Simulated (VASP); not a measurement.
# HfC (Fm-3m) in VASP: settings compared, part 2 of 3

VASP 6.6.1. The steps go on from the part before.

### Step 3. Single point, PBE

Input file INCAR:

```
SYSTEM = HfC
  PREC = Accurate
  ENCUT = 520
  EDIFF = 1E-6
  ISMEAR = 0
  SIGMA = 0.024
  LREAL = .False.
  LASPH = .True.
  NELM = 80
  ALGO = Normal
  ISIF = 2
  LWAVE = .False.
  LCHARG = .False.
  GGA = PE
  NBANDS = 14
```

Input file KPOINTS:

```
regular mesh
0
Gamma
  10 10 10
  0 0 0
```

Input file POSCAR:

```
HfC
1.0
    0.0000000000      2.3250000000      2.3250000000
    2.3250000000      0.0000000000      2.3250000000
    2.3250000000      2.3250000000      0.0000000000
Hf C
1 1
Direct
    0.5000000000      0.5000000000      0.5000000000
    0.0000000000      0.0000000000      0.0000000000
```

Potentials or basis: VASP PAW PBE potentials, release 64 (Hf_pv, C).

On the command line:

```bash
cat potpaw_PBE.64/Hf_pv/POTCAR potpaw_PBE.64/C/POTCAR > POTCAR
mpirun -np 1 vasp_std > vasp.out
```

OUTCAR:

```text
SYSTEM = HfC
   PREC = Accurate
   ENCUT = 520
   EDIFF = 1E-6
   ISMEAR = 0
   LREAL = .False.
   LASPH = .True.
   NELM = 80
   ISIF = 2
   GGA = PE

 ion  position               nearest neighbor table
   1  0.500  0.500  0.500-   2 2.33   2 2.33   2 2.33   2 2.33   2 2.33   2 2.33
   2  0.000  0.000  0.000-   1 2.33   1 2.33   1 2.33   1 2.33   1 2.33   1 2.33

  LATTYP: Found a face centered cubic cell.
 ALAT       =     4.6500000000

  Lattice vectors:

 A1 = (   0.0000000000,   2.3250000000,   2.3250000000)
 A2 = (   2.3250000000,   0.0000000000,   2.3250000000)
 A3 = (   2.3250000000,   2.3250000000,   0.0000000000)

Analysis of symmetry for initial positions (statically):
=====================================================================
 Subroutine PRICEL returns:
 Original cell was already a primitive cell.

 Routine SETGRP: Setting up the symmetry group for a
 face centered cubic supercell.

 Subroutine GETGRP returns: Found 48 space group operations
 (whereof 48 operations were pure point group operations)
 out of a pool of 48 trial point group operations.

The static configuration has the point symmetry O_h .

Analysis of symmetry for dynamics (positions and initial velocities):
=====================================================================
 Subroutine PRICEL returns:
 Original cell was already a primitive cell.

 Routine SETGRP: Setting up the symmetry group for a
 face centered cubic supercell.

 Subroutine GETGRP returns: Found 48 space group operations
 (whereof 48 operations were pure point group operations)
 out of a pool of 48 trial point group operations.

The dynamic configuration has the point symmetry O_h .

 Subroutine INISYM returns: Found 48 space group operations
 (whereof 48 operations are pure point group operations),
 and found     1 'primitive' translations

----------------------------------------------------------------------------------------

[... 116 lines left out ...]
   LORBIT       =      0    0 simple, 1 ext, 2 COOP (PROOUT), +10 PAW based schemes
   GGA     = PE    functional components
   LHFCALC =     F    Hartree Fock is set to
   AEXX    =    0.0000 exact exchange contribution
   IVDW    =     0    specifies the selected vdW correction
   LEPSILON=     F    determine dielectric tensor
   LRPA    =     F    only Hartree local field effects (RPA)
 non-spin polarized calculation
 Gauss-broadening in eV      SIGMA  =   0.02
  energy-cutoff  :      520.00
  volume of cell :       25.14
 maximum number of plane-waves:       700
   NGX = 13   NGY = 13   NGZ = 13

 number of electron      14.0000000 magnetization

 Free energy of the ion-electron system (eV)
  ---------------------------------------------------
  ext. energy  EPLUGINS =         0.00000000
  ---------------------------------------------------
  free energy    TOTEN  =       -21.04285018 eV

  energy without entropy =      -21.04264051  energy(sigma->0) =      -21.04274535

 E-fermi :   5.9718     XC(G=0): -12.2854

 val. band max:        5.9662462907   @ k =   0.1000   0.0000   0.0000
 cond. band min:       6.1055826170   @ k =   0.1000   0.1000   0.0000
 fundamental gap:      0.1393363263
 Fermi energy:         5.9717804657

 k-point     1 :       0.0000    0.0000    0.0000
  band No.  band energies     occupation
      1     -23.6174      2.00000
      2     -23.6174      2.00000
      3     -23.6174      2.00000
      4      -6.3570      2.00000
      5       6.9513      0.00000
      6       6.9513      0.00000
      7       6.9513      0.00000
      8       7.3453      0.00000
      9       7.3453      0.00000
     10       7.3453      0.00000
     11       9.3445      0.00000
     12       9.3445      0.00000
     13      12.7804      0.00000
     14      16.9543      0.00000
[... 377 lines left out ...]
      1     -24.1074      2.00000
      2     -23.8145      2.00000
      3     -23.7939      2.00000
      4      -4.2732      2.00000
      5       2.2370      2.00000
      6       4.1531      2.00000
      7       5.2406      2.00000
      8       6.1652      0.00000
      9      11.3180      0.00000
     10      12.3367      0.00000
     11      12.4656      0.00000
     12      14.2276      0.00000
     13      17.5391      0.00000
     14      18.6125      0.00000

 [... further k-points ...]
[... 5 lines left out ...]
  --------------------------------------------------------------------------------------
  -------------------------------------------------------------------------------------
  Total       -0.0710958     -0.0710958     -0.0710958     -0.0000000      0.0000000      0.0000000
  in kB       -4.5316408     -4.5316408     -4.5316408     -0.0000000      0.0000000      0.0000000
  external PRESSURE =      -4.5316408 kB  Pullay stress =       0.0000000 kB

 VOLUME and BASIS-vectors are now :
 -----------------------------------------------------------------------------
  energy-cutoff  :      520.00
  volume of cell :       25.14
      direct lattice vectors                 reciprocal lattice vectors
     0.000000000  2.325000000  2.325000000    -0.215053763  0.215053763  0.215053763
     2.325000000  0.000000000  2.325000000     0.215053763 -0.215053763  0.215053763
     2.325000000  2.325000000  0.000000000     0.215053763  0.215053763 -0.215053763

 POSITION                                       TOTAL-FORCE (eV/Angst)
 -----------------------------------------------------------------------------------
      2.32500      2.32500      2.32500        -0.000000      0.000000     -0.000000
      0.00000      0.00000      0.00000         0.000000     -0.000000      0.000000
 -----------------------------------------------------------------------------------
    total drift:                                0.000000     -0.000000      0.000000

  FREE ENERGIE OF THE ION-ELECTRON SYSTEM (eV)
  ---------------------------------------------------
  free  energy   TOTEN  =       -21.0428501837 eV

  energy  without entropy=      -21.0426405107  energy(sigma->0) =      -21.04274535
```

OSZICAR:

```text
N       E                     dE             d eps       ncg     rms          rms(c)
DAV:   1     0.230947666123E+02    0.23095E+02   -0.78629E+03  1332   0.984E+02
DAV:   2    -0.226594777393E+02   -0.45754E+02   -0.42987E+02  1708   0.202E+02
DAV:   3    -0.242189991888E+02   -0.15595E+01   -0.15545E+01  1544   0.270E+01
DAV:   4    -0.242258027087E+02   -0.68035E-02   -0.68030E-02  1586   0.221E+00
DAV:   5    -0.242258458086E+02   -0.43100E-04   -0.43100E-04  1582   0.158E-01    0.569E+01
DAV:   6    -0.211131329646E+02    0.31127E+01   -0.12078E+01  1400   0.182E+01    0.410E+01
DAV:   7    -0.210582006927E+02    0.54932E-01   -0.54726E-01  1622   0.519E+00    0.249E+01
DAV:   8    -0.210493796956E+02    0.88210E-02   -0.73239E-02  1550   0.217E+00    0.638E+00
DAV:   9    -0.210432502207E+02    0.61295E-02   -0.22620E-02  1502   0.894E-01    0.210E+00
DAV:  10    -0.210428527821E+02    0.39744E-03   -0.18598E-03  1636   0.304E-01    0.464E-02
DAV:  11    -0.210428504434E+02    0.23387E-05   -0.94542E-05  1574   0.832E-02    0.980E-03
DAV:  12    -0.210428501837E+02    0.25962E-06   -0.33675E-06  1604   0.147E-02
   1 F= -.21042850E+02 E0= -.21042745E+02  d E =-.209673E-03
```

It took 16 s on 1 thread of Intel Xeon 8259CL, shared host; peak memory 0.15 GiB.

Results:

| Quantity | Value |
| --- | --- |
| Free energy | -21.0429 eV |
| Pressure | -0.5 GPa |
| Band gap on the k mesh | zero (bands 7 and 8 overlap by 1.41 eV) |

Caveat: spin-orbit coupling is left out, which moves the levels of the heavy elements.

### Step 4. Relaxation of cell and atoms, PBE

Input file INCAR:

```
SYSTEM = HfC
PREC = Accurate
ENCUT = 600
EDIFF = 1E-6
ISMEAR = -1
SIGMA = 0.05
LREAL = .FALSE.
LASPH = .TRUE.
NELM = 80
ALGO = Normal
ISIF = 3
LWAVE = .FALSE.
LCHARG = .FALSE.
GGA = PE
IBRION = 2
NSW = 80
EDIFFG = -0.005
```

Input file KPOINTS:

```
Automatic mesh
0
G
  10 10 10
  0 0 0
```

POSCAR is that of step 3.

Potentials or basis: VASP PAW PBE potentials, release 64 (Hf_pv, C).

On the command line:

```bash
cat potpaw_PBE.64/Hf_pv/POTCAR potpaw_PBE.64/C/POTCAR > POTCAR
mpirun -np 1 vasp_std > vasp.out
```

OUTCAR:

```text
SYSTEM = HfC
   PREC = Accurate
   ENCUT = 600
   EDIFF = 1E-6
   ISMEAR = -1
   LREAL = .FALSE.
   LASPH = .TRUE.
   NELM = 80
   ISIF = 3
   GGA = PE
   IBRION = 2
   NSW = 80
   EDIFFG = -0.005

 ion  position               nearest neighbor table
   1  0.500  0.500  0.500-   2 2.33   2 2.33   2 2.33   2 2.33   2 2.33   2 2.33
   2  0.000  0.000  0.000-   1 2.33   1 2.33   1 2.33   1 2.33   1 2.33   1 2.33

  LATTYP: Found a face centered cubic cell.
 ALAT       =     4.6500000000

  Lattice vectors:

 A1 = (   0.0000000000,   2.3250000000,   2.3250000000)
 A2 = (   2.3250000000,   0.0000000000,   2.3250000000)
 A3 = (   2.3250000000,   2.3250000000,   0.0000000000)

Analysis of symmetry for initial positions (statically):
=====================================================================
 Subroutine PRICEL returns:
 Original cell was already a primitive cell.

 Routine SETGRP: Setting up the symmetry group for a
 face centered cubic supercell.

 Subroutine GETGRP returns: Found 48 space group operations
 (whereof 48 operations were pure point group operations)
 out of a pool of 48 trial point group operations.

The static configuration has the point symmetry O_h .

Analysis of symmetry for dynamics (positions and initial velocities):
=====================================================================
 Subroutine PRICEL returns:
 Original cell was already a primitive cell.

 Routine SETGRP: Setting up the symmetry group for a
 face centered cubic supercell.

 Subroutine GETGRP returns: Found 48 space group operations
 (whereof 48 operations were pure point group operations)
 out of a pool of 48 trial point group operations.

The dynamic configuration has the point symmetry O_h .

 Subroutine INISYM returns: Found 48 space group operations
 (whereof 48 operations are pure point group operations),
 and found     1 'primitive' translations

----------------------------------------------------------------------------------------

                                     Primitive cell

  volume of cell :      25.1362

  direct lattice vectors                    reciprocal lattice vectors
     0.000000000  2.325000000  2.325000000    -0.215053763  0.215053763  0.215053763
     2.325000000  0.000000000  2.325000000     0.215053763 -0.215053763  0.215053763
     2.325000000  2.325000000  0.000000000     0.215053763  0.215053763 -0.215053763

  length of vectors
     3.288046533  3.288046533  3.288046533     0.372484045  0.372484045  0.372484045

  position of ions in fractional coordinates (direct lattice)
     0.500000000  0.500000000  0.500000000
     0.000000000  0.000000000  0.000000000

  ion indices of the primitive-cell ions
   primitive index   ion index
                 1           1
                 2           2

----------------------------------------------------------------------------------------

 KPOINTS: Automatic mesh

Automatic generation of k-mesh.
 Grid dimensions read from file:
 generate k-points for:   10   10   10
[... 46 lines left out ...]
   k-points           NKPTS =     47   k-points in BZ     NKDIM =     47   number of bands    NBANDS=     11
   number of dos      NEDOS =    301   number of ions     NIONS =      2
   total plane-waves  NPLWV =  21952
   dimension x,y,z NGX =    28 NGY =   28 NGZ =   28
   dimension x,y,z NGXF=    56 NGYF=   56 NGZF=   56
   ions per type =               1   1
   NGX,Y,Z   is equivalent  to a cutoff of  14.16, 14.16, 14.16 a.u.
   NGXF,Y,Z  is equivalent  to a cutoff of  28.31, 28.31, 28.31 a.u.
 SYSTEM =  HfC
   PREC   = accura    normal or accurate (medium, high low for compatibility)
   ISTART =      0    job   : 0-new  1-cont  2-samecut
   ICHARG =      2    charge: 1-file 2-atom 10-const
   ISPIN  =      1    spin polarized calculation?
   LNONCOLLINEAR =      F non collinear calculations
   LSORBIT =      F    spin-orbit coupling
   LASPH  =      T    aspherical Exc in radial PAW
   ENCUT  =  600.0 eV  44.10 Ry    6.64 a.u.   6.57  6.57  6.57*2*pi/ulx,y,z
   NELM   =     80;   NELMIN=  2; NELMDL= -5     # of ELM steps
   EDIFF  = 0.1E-05   stopping-criterion for ELM
   LREAL  =      F    real-space projection
   EDIFFG = -.5E-02   stopping-criterion for IOM
   NSW    =     80    number of steps for IOM
   IBRION =      2    ionic relax: 0-MD 1-quasi-New 2-CG
   NFREE  =      1    steps in history (QN), initial steepest desc. (CG)
   ISIF   =      3    stress and relaxation
   ISYM   =      2    0-nonsym 1-usesym 2-fastsym
   POTIM  = 0.5000    time-step for ionic-motion
   TEBEG  =    0.0;   TEEND  =   0.0 temperature during run
   PSTRESS=    0.0 pullay stress
   NELECT =      14.0000    total number of electrons
   NUPDOWN=      -1.0000    fix difference up-down
   EMIN   =  10.00;   EMAX   =-10.00  energy-range for DOS
   EFERMI =   0.00;   METHOD = LEGACY
   ISMEAR =    -1;   SIGMA  =   0.05  broadening in eV -4-tet -1-fermi 0-gaus
   EFERMI_NEDOS =   21; number of points for ismear=-14 and -15
   IALGO  =     38    algorithm
   IMIX   =      4    mixing-type and parameters
     AMIX     =   0.40;   BMIX     =  1.00
     AMIX_MAG =   1.60;   BMIX_MAG =  1.00
  volume/ion in A,a.u.               =      12.57        84.81
  Fermi-wavevector in a.u.,A,eV,Ry     =   1.346949  2.545365 24.684672  1.814272
  Thomas-Fermi vector in A             =   2.474740
   LORBIT       =      0    0 simple, 1 ext, 2 COOP (PROOUT), +10 PAW based schemes
   GGA     = PE    functional components
   LHFCALC =     F    Hartree Fock is set to
   AEXX    =    0.0000 exact exchange contribution
   IVDW    =     0    specifies the selected vdW correction
   LEPSILON=     F    determine dielectric tensor
   LRPA    =     F    only Hartree local field effects (RPA)
 conjugate gradient relaxation of ions
 non-spin polarized calculation
  energy-cutoff  :      600.00
  volume of cell :       25.14
 maximum number of plane-waves:       869
 NGX is ok and might be reduce to    28
   NGX = 13   NGY = 13   NGZ = 13

--------------------------------------- Ionic step        1  -------------------------------------------

 number of electron      14.0000000 magnetization

 Free energy of the ion-electron system (eV)
  ---------------------------------------------------
  ext. energy  EPLUGINS =         0.00000000
  ---------------------------------------------------
  free energy    TOTEN  =       -21.04541827 eV

  energy without entropy =      -21.04261788  energy(sigma->0) =      -21.04401808

------------------------ aborting loop because EDIFF is reached ----------------------------------------

  FORCE on cell =-STRESS in cart. coord.  units (eV):
  Direction    XX          YY          ZZ          XY          YZ          ZX
  --------------------------------------------------------------------------------------
  -------------------------------------------------------------------------------------
  Total       -0.0785381     -0.0785381     -0.0785381      0.0000000      0.0000000     -0.0000000
  in kB       -5.0060115     -5.0060115     -5.0060115      0.0000000      0.0000000     -0.0000000
  external PRESSURE =      -5.0060115 kB  Pullay stress =       0.0000000 kB
[... 59 lines left out ...]
--------------------------------------- Ionic step        3  -------------------------------------------

 number of electron      14.0000000 magnetization

 Free energy of the ion-electron system (eV)
  ---------------------------------------------------
  ext. energy  EPLUGINS =         0.00000000
  ---------------------------------------------------
  free energy    TOTEN  =       -21.04550302 eV

  energy without entropy =      -21.04271625  energy(sigma->0) =      -21.04410964

 E-fermi :   5.9971     XC(G=0): -12.2959

 val. band max:        5.9819471898   @ k =   0.1000   0.0000   0.0000
 cond. band min:       6.1217320649   @ k =   0.1000   0.1000   0.0000
 fundamental gap:      0.1397848751
 Fermi energy:         5.9971340703

 k-point     1 :       0.0000    0.0000    0.0000
  band No.  band energies     occupation
      1     -23.5913      2.00000
      2     -23.5913      2.00000
      3     -23.5913      2.00000
      4      -6.3514      2.00000
      5       6.9695      0.00000
      6       6.9695      0.00000
      7       6.9695      0.00000
      8       7.3620      0.00000
      9       7.3620      0.00000
     10       7.3620      0.00000
     11       9.3673      0.00000
[... 309 lines left out ...]
 k-point    24 :       0.4000    0.3000    0.0000
  band No.  band energies     occupation
      1     -24.0852      2.00000
      2     -23.7899      2.00000
      3     -23.7692      2.00000
      4      -4.2635      2.00000
      5       2.2500      2.00000
      6       4.1649      2.00000
      7       5.2571      2.00000
      8       6.1816      0.04877
      9      11.3468      0.00000
     10      12.3686      0.00000
     11      12.4975      0.00000

 [... further k-points ...]
[... 5 lines left out ...]
  --------------------------------------------------------------------------------------
  -------------------------------------------------------------------------------------
  Total        0.0018973      0.0018973      0.0018973      0.0000000      0.0000000      0.0000000
  in kB        0.1211928      0.1211928      0.1211928      0.0000000      0.0000000      0.0000000
  external PRESSURE =       0.1211928 kB  Pullay stress =       0.0000000 kB
[... 17 lines left out ...]
  FREE ENERGIE OF THE ION-ELECTRON SYSTEM (eV)
  ---------------------------------------------------
  free  energy   TOTEN  =       -21.0455030238 eV

  energy  without entropy=      -21.0427162486  energy(sigma->0) =      -21.04410964

 reached required accuracy - stopping structural energy minimisation
```

OSZICAR:

```text
N       E                     dE             d eps       ncg     rms          rms(c)
DAV:   1     0.260977732778E+02    0.26098E+02   -0.89787E+03  1034   0.140E+03
DAV:   2    -0.223043680264E+02   -0.48402E+02   -0.45322E+02  1326   0.228E+02
[... 21 lines left out ...]
DAV:   1    -0.210460093744E+02   -0.74504E-03   -0.14530E-02  1037   0.117E+00    0.357E-01
DAV:   2    -0.210456451578E+02    0.36422E-03   -0.47006E-04  1034   0.222E-01    0.191E-01
DAV:   3    -0.210455056586E+02    0.13950E-03   -0.42192E-04  1052   0.186E-01    0.123E-01
DAV:   4    -0.210455067916E+02   -0.11330E-05   -0.59710E-06  1247   0.260E-02    0.143E-01
DAV:   5    -0.210455038428E+02    0.29488E-05   -0.27122E-06  1052   0.134E-02    0.253E-02
DAV:   6    -0.210455030238E+02    0.81901E-06   -0.76346E-07   520   0.561E-03
   3 F= -.21045503E+02 E0= -.21044110E+02  d E =-.847518E-04
```

Wall time 51 s (1 thread of Intel Xeon 8259CL, shared host); peak memory 0.17 GiB.

What came out:

* Free energy: -21.0455 eV
* Relaxed volume: 12.54 Å³/atom
* Relaxed cell: a = 3.286 Å, b = 3.286 Å, c = 3.286 Å, α = 60.00°, β = 60.00°, γ = 60.00°
* Space group after relaxing (to 0.1 Å): Fm-3m (No. 225)
* Energy gained by relaxing: 0.0 meV/atom
* Ionic steps: 3
* Pressure after relaxing: 0.0 GPa
* Band gap on the k mesh: zero (bands 7 and 8 overlap by 1.41 eV)

Final structure:
```
Hf C
1.0
     0.00000    2.32333    2.32333
     2.32333    0.00000    2.32333
     2.32333    2.32333    0.00000
Hf C
1 1
Cartesian
  2.3233 2.3233 2.3233
  0.0000 0.0000 0.0000
```

Levels at points of the mesh, in eV from the Fermi level:
| k point | band 5 | band 6 | band 7 | band 8 | band 9 | band 10 |
| --- | --- | --- | --- | --- | --- | --- |
| (0.00, 0.00, 0.00) | 0.97 | 0.97 | 0.97 | 1.36 | 1.36 | 1.36 |
| (0.50, 0.00, 0.00) | -6.18 | -3.02 | -3.02 | 5.30 | 5.30 | 5.77 |
| (0.50, 0.50, 0.00) | -2.61 | -1.81 | -0.12 | -0.12 | 5.29 | 6.72 |

Caveat: spin-orbit coupling is left out, which moves the levels of the heavy elements.

(Continued in part 3 of 3.)
